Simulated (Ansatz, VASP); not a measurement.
# C in VASP and in Ansatz

```
C
1.0
     2.45600    0.00000    0.00000
    -1.22800    2.12696    0.00000
     0.00000    0.00000    6.69600
C
4
Direct
  0.00000 0.00000 0.75000
  0.00000 0.00000 0.25000
  0.33333 0.66667 0.75000
  0.66667 0.33333 0.25000
```

Alike in both runs: task single point; functional PBE; dispersion D3(BJ); k mesh 33 × 33 × 10; occupations gaussian, width 0.1 eV; no spin polarisation.

|  | VASP | Ansatz |
| --- | --- | --- |
| version | VASP 6.6.1 | Ansatz 0.2.0 |
| potentials or method | VASP PAW PBE potentials, release 64 (C), cutoff 600 eV | scalar-relativistic, plane waves, PAW |
| valence electrons in the cell | 16 | 16 |

|  | VASP | Ansatz | Ansatz less VASP |
| --- | --- | --- | --- |
| gap on the k mesh at the Fermi level (eV) | none | none | - |
| pressure (GPa) | 3.3 | 3.3 | -0.01 |
| traceless stress, the component that is largest in VASP (GPa) | -3.45 | -3.10 | +0.351 |

A gap of «none» marks a metal or a gap that the smearing closes.
